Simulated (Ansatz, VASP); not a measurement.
# Two plane-wave programs on SiO2

```
Si O
1.0
     4.92889    0.00000    0.00000
     0.00000    4.92889    0.00000
     0.00000    0.00000    7.28881
Si O
4 8
Direct
  0.00000 0.00000 0.00000
  0.00000 0.50000 0.25000
  0.50000 0.50000 0.50000
  0.50000 0.00000 0.75000
  0.09855 0.25000 0.12500
  0.25000 0.59855 0.37500
  0.75000 0.40145 0.37500
  0.90145 0.75000 0.12500
  0.59855 0.75000 0.62500
  0.75000 0.09855 0.87500
  0.25000 0.90145 0.87500
  0.40145 0.25000 0.62500
```

Alike in both runs: task single point; functional LDA; k mesh 6 × 6 × 4; occupations gaussian, width 0.02 eV; no spin polarisation.

|  | VASP | Ansatz |
| --- | --- | --- |
| version | VASP 6.6.1 | Ansatz 0.2.0 |
| potentials or method | VASP PAW LDA potentials, release 64 (Si, O), cutoff 520 eV | scalar-relativistic, plane waves, PAW |
| valence electrons in the cell | 64 | 64 |

VASP gave:

```
gap on the k mesh at the Fermi level (eV) : 5.76
least direct gap on the mesh (eV)         : 5.76
pressure (GPa)                            : 0.6
rms of the force components (eV/Å)        : 0.014
```

Q: What did Ansatz give for the same quantities?

A: gap on the k mesh at the Fermi level (eV): 5.76; least direct gap on the mesh (eV): 5.76; pressure (GPa): 0.0; rms of the force components (eV/Å): 0.001.

LDA's correlation is that of Perdew and Zunger in VASP and of Perdew and Wang (1992) in Ansatz. Atom by atom the forces differ by 0.013 eV/Å (rms over components).
